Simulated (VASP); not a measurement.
# FePt (Tetraferroplatinum) (P4/mmm) in VASP: a series of runs

FePt (Tetraferroplatinum) is run at these levels: revPBE+D4, BLYP; tasks: single point.

Everything below comes from runs of VASP 6.6.1. Logs are shortened: lines on timing, memory, paths and dates and some standing lists are left out, and cuts for length are marked.

**1. The cell of the first run**

Symmetry: P4/mmm, No. 123, tetragonal system. Conventional cell: a = 2.710 Å, b = 2.710 Å, c = 3.709 Å, α = 90.00°, β = 90.00°, γ = 90.00°. Pt (site symmetry 4/mmm) has 8 Fe at 2.67 Å and 4 Pt at 2.71 Å within 3.5 Å. Within 3.5 Å of Fe (site symmetry 4/mmm) lie 8 Pt at 2.67 Å and 4 Fe at 2.71 Å.

**2. Single point, revPBE+D4, collinear spin, ferromagnetic start**

INCAR reads:

```
  PREC = Accurate
  ENCUT = 520
  EDIFF = 1E-6
  ISMEAR = -1
  SIGMA = 0.05
  LREAL = False
  LASPH = True
  NELM = 150
  ALGO = Normal
  ISIF = 2
  LWAVE = False
  LCHARG = True
  ISPIN = 2
  MAGMOM = 0 3
  LORBIT = 11
  LMAXMIX = 4
  GGA = RE
  IVDW = 13
  LELF = True
  LVHAR = True
  NBANDS = 20
```

KPOINTS reads:

```
Automatic mesh
0
Gamma
  10 10 7
```

POSCAR reads:

```
FePt
1.0
    2.7099548871      0.0000000000      0.0000000000
    0.0000000000      2.7099548871      0.0000000000
    0.0000000000      0.0000000000      3.7090534296
Pt Fe
1 1
Direct
    0.5000000000      0.5000000000      0.5000000000
    0.0000000000      0.0000000000      0.0000000000
```

Potentials or basis: VASP PAW PBE potentials, release 64 (Pt, Fe).

Launch:

```
> cat potpaw_PBE.64/Pt/POTCAR potpaw_PBE.64/Fe/POTCAR > POTCAR
> mpirun -np 1 vasp_std > vasp.out
```

OUTCAR:

```text
PREC = Accurate
   ENCUT = 520
   EDIFF = 1E-6
   ISMEAR = -1
   LREAL = False
   LASPH = True
   NELM = 150
   ISIF = 2
   ISPIN = 2
   LORBIT = 11
   GGA = RE
   IVDW = 13

 ion  position               nearest neighbor table
   1  0.500  0.500  0.500-   2 2.67   2 2.67   2 2.67   2 2.67   2 2.67   2 2.67   2 2.67   2 2.67

   2  0.000  0.000  0.000-   1 2.67   1 2.67   1 2.67   1 2.67   1 2.67   1 2.67   1 2.67   1 2.67

  LATTYP: Found a simple tetragonal cell.
 ALAT       =     2.7099548871
 C/A-ratio  =     1.3686771862

  Lattice vectors:

 A1 = (   2.7099548871,   0.0000000000,   0.0000000000)
 A2 = (   0.0000000000,   2.7099548871,   0.0000000000)
 A3 = (   0.0000000000,   0.0000000000,   3.7090534296)

Analysis of symmetry for initial positions (statically):
=====================================================================
 Subroutine PRICEL returns:
 Original cell was already a primitive cell.

 Routine SETGRP: Setting up the symmetry group for a
 simple tetragonal supercell.

 Subroutine GETGRP returns: Found 16 space group operations
 (whereof 16 operations were pure point group operations)
 out of a pool of 16 trial point group operations.

The static configuration has the point symmetry D_4h.

Analysis of symmetry for dynamics (positions and initial velocities):
=====================================================================
 Subroutine PRICEL returns:
 Original cell was already a primitive cell.

 Routine SETGRP: Setting up the symmetry group for a
 simple tetragonal supercell.

 Subroutine GETGRP returns: Found 16 space group operations
 (whereof 16 operations were pure point group operations)
 out of a pool of 16 trial point group operations.

The dynamic configuration has the point symmetry D_4h.

Analysis of structural, dynamic, and magnetic symmetry:
=====================================================================
 Subroutine PRICEL returns:
 Original cell was already a primitive cell.

 Routine SETGRP: Setting up the symmetry group for a
 simple tetragonal supercell.

 Subroutine GETGRP returns: Found 16 space group operations
 (whereof 16 operations were pure point group operations)
 out of a pool of 16 trial point group operations.

The overall configuration has the point symmetry D_4h.

 Subroutine INISYM returns: Found 16 space group operations
 (whereof 16 operations are pure point group operations),
 and found     1 'primitive' translations

[... 115 lines left out ...]
  volume/ion in A,a.u.               =      13.62        91.91
  Fermi-wavevector in a.u.,A,eV,Ry     =   1.425947  2.694648 27.665049  2.033324
  Thomas-Fermi vector in A             =   2.546276
   LORBIT       =     11    0 simple, 1 ext, 2 COOP (PROOUT), +10 PAW based schemes
   GGA     = RE    functional components
   LHFCALC =     F    Hartree Fock is set to
   AEXX    =    0.0000 exact exchange contribution
   IVDW    =    13    specifies the selected vdW correction
   LEPSILON=     F    determine dielectric tensor
   LRPA    =     F    only Hartree local field effects (RPA)
 spin polarized calculation
  energy-cutoff  :      520.00
  volume of cell :       27.24
 maximum number of plane-waves:       750
   NGX = 11   NGY = 11   NGZ = 13

 number of electron      18.0000002 magnetization       3.2686792

 Free energy of the ion-electron system (eV)
  ---------------------------------------------------
  ext. energy  EPLUGINS =         0.00000000
  ---------------------------------------------------
  free energy    TOTEN  =       -13.91551438 eV

  energy without entropy =      -13.90450483  energy(sigma->0) =      -13.91000960

 E-fermi :   8.9918     XC(G=0): -13.0798

 val. band max:        8.9376505285   @ k =   0.4000   0.2000   0.1429
 cond. band min:       8.9965166284   @ k =   0.5000   0.4000   0.1429
 fundamental gap:      0.0588661000
 Fermi energy:         8.9918369429

 spin component 1

 k-point     1 :       0.0000    0.0000    0.0000
  band No.  band energies     occupation
      1      -0.7143      1.00000
      2       2.5015      1.00000
      3       2.6848      1.00000
      4       5.4710      1.00000
      5       5.4710      1.00000
      6       5.9961      1.00000
[... 541 lines left out ...]
     19      32.1302      0.00000
     20      32.3862      0.00000

 [... further k-points ...]

 spin component 2

 k-point     1 :       0.0000    0.0000    0.0000
  band No.  band energies     occupation
      1      -0.5946      1.00000
      2       3.0803      1.00000
      3       3.0828      1.00000
      4       6.5665      1.00000
      5       6.5665      1.00000
      6       8.1448      1.00000
[... 541 lines left out ...]
     19      32.3184      0.00000
     20      32.6500      0.00000

 [... further k-points ...]

------------------------ aborting loop because EDIFF is reached ----------------------------------------

  DFT-D4 for vdW energy calculation

  Edisp (eV):   -1.76067

  FORCE on cell =-STRESS in cart. coord.  units (eV):
  Direction    XX          YY          ZZ          XY          YZ          ZX
  --------------------------------------------------------------------------------------
  -------------------------------------------------------------------------------------
  Total      -0.09848    -0.09848    -0.07347     0.00000     0.00000     0.00000
  in kB      -5.79237    -5.79237    -4.32178     0.00000     0.00000     0.00000
  external pressure =       -5.30 kB  Pullay stress =        0.00 kB

 VOLUME and BASIS-vectors are now :
 -----------------------------------------------------------------------------
  energy-cutoff  :      520.00
  volume of cell :       27.24
      direct lattice vectors                 reciprocal lattice vectors
     2.709954887  0.000000000  0.000000000     0.369009833  0.000000000  0.000000000
     0.000000000  2.709954887  0.000000000     0.000000000  0.369009833  0.000000000
     0.000000000  0.000000000  3.709053430     0.000000000  0.000000000  0.269610567

 POSITION                                       TOTAL-FORCE (eV/Angst)
 -----------------------------------------------------------------------------------
      1.35498      1.35498      1.85453         0.000000      0.000000      0.000000
      0.00000      0.00000      0.00000         0.000000      0.000000      0.000000
 -----------------------------------------------------------------------------------
    total drift:                               -0.000000      0.000000      0.000000

  FREE ENERGIE OF THE ION-ELECTRON SYSTEM (eV)
  ---------------------------------------------------
  free  energy   TOTEN  =       -15.6761883357 eV

  energy  without entropy=      -15.6651787911  energy(sigma->0) =      -15.67068356

 total charge

# of ion       s       p       d       tot
------------------------------------------
    1        0.723   0.685   8.069   9.477
    2        0.413   0.462   6.128   7.003
--------------------------------------------------
tot          1.136   1.147  14.196  16.480

 magnetization (x)

# of ion       s       p       d       tot
------------------------------------------
    1       -0.026  -0.070   0.426   0.330
    2        0.004  -0.009   2.920   2.915
--------------------------------------------------
tot         -0.023  -0.079   3.347   3.245
```

Wall time 1.9 min (1 thread of AMD EPYC 7R43 (Zen 3), shared host); peak memory 0.15 GiB.

Results:

- Free energy: -15.6762 eV
- Pressure: -0.5 GPa
- Net moment: 3.27 μB per cell
- Site moments: Pt +0.33; Fe +2.92 μB
- Valence electrons inside the program's atomic spheres: Pt 9.48; Fe 7.00
- Dispersion energy per atom: -0.880 eV

Caveat: the PAW data sets were made with another functional, which shifts forces and pressure a little; spin-orbit coupling is left out, which moves the levels of the heavy elements; pairwise dispersion overbinds metals, which lowers pressure and volume.

**3. Single point, BLYP, collinear spin, ferromagnetic start**

This run uses another cell than the first one, of 13.80 Å³/atom, 1.013 times its volume.

INCAR reads:

```
AGGAC = 1.0
AGGAX = 1.0
ALDAC = 0.0
ALDAX = 1.0
ALGO = Fast
EDIFF = 1E-6
ENCUT = 520
GGA = B5
ISIF = 2
ISMEAR = -1
ISPIN = 2
LASPH = True
LCHARG = False
LMAXMIX = 4
LORBIT = 11
LREAL = False
LWAVE = False
MAGMOM = 0 3
NBANDS = 20
NELM = 150
PREC = Accurate
SIGMA = 0.05
```

KPOINTS reads:

```
k-points
0
Gamma
  10 10 7
```

POSCAR reads:

```
FePt
1.0
    2.7235000000      0.0000000000      0.0000000000
    0.0000000000      2.7235000000      0.0000000000
    0.0000000000      0.0000000000      3.7200000000
Pt Fe
1 1
Direct
    0.5000000000      0.5000000000      0.5000000000
    0.0000000000      0.0000000000      0.0000000000
```

Potentials or basis: VASP PAW PBE potentials, release 64 (Pt, Fe).

Launch:

```
> cat potpaw_PBE.64/Pt/POTCAR potpaw_PBE.64/Fe/POTCAR > POTCAR
> mpirun -np 1 vasp_std > vasp.out
```

It took 2.7 min on 1 thread of AMD EPYC 7R43 (Zen 3), shared host; peak memory 0.16 GiB.

It converged, with:

| Item | Value |
| --- | --- |
| Free energy | -12.5675 eV |
| Pressure | 14.9 GPa |
| Net moment | 3.22 μB per cell |
| Site moments | Pt +0.34; Fe +2.85 μB |
| Valence electrons inside the program's atomic spheres | Pt 9.47; Fe 7.04 |

Levels at points of the mesh, in eV from the Fermi level:
Spin up:
```tsv
k point	band 7	band 8	band 9	band 10	band 11	band 12	band 13	band 14	band 15	band 16
(0.00, 0.00, 0.00)	-2.05	-1.87	-0.52	-0.36	-0.36	2.49	9.88	11.79	11.79	17.46
(0.50, 0.00, 0.00)	-2.71	-2.42	-2.06	-1.66	0.27	2.07	10.66	10.73	12.69	13.49
(0.50, 0.50, 0.00)	-0.50	-0.42	-0.42	0.54	1.83	1.83	7.66	10.13	11.08	12.51
```
Spin down:
```
           k point  band 6  band 7  band 8  band 9  band 10  band 11
(0.00, 0.00, 0.00)   -0.86   -0.82    0.51    1.61     1.61     1.62
(0.50, 0.00, 0.00)   -1.41   -1.21   -0.92    0.47     0.62     2.38
(0.50, 0.50, 0.00)    1.20    1.56    1.64    1.69     1.69     1.95
```

Caveat: the PAW data sets were made with another functional, which shifts forces and pressure a little; spin-orbit coupling is left out, which moves the levels of the heavy elements.
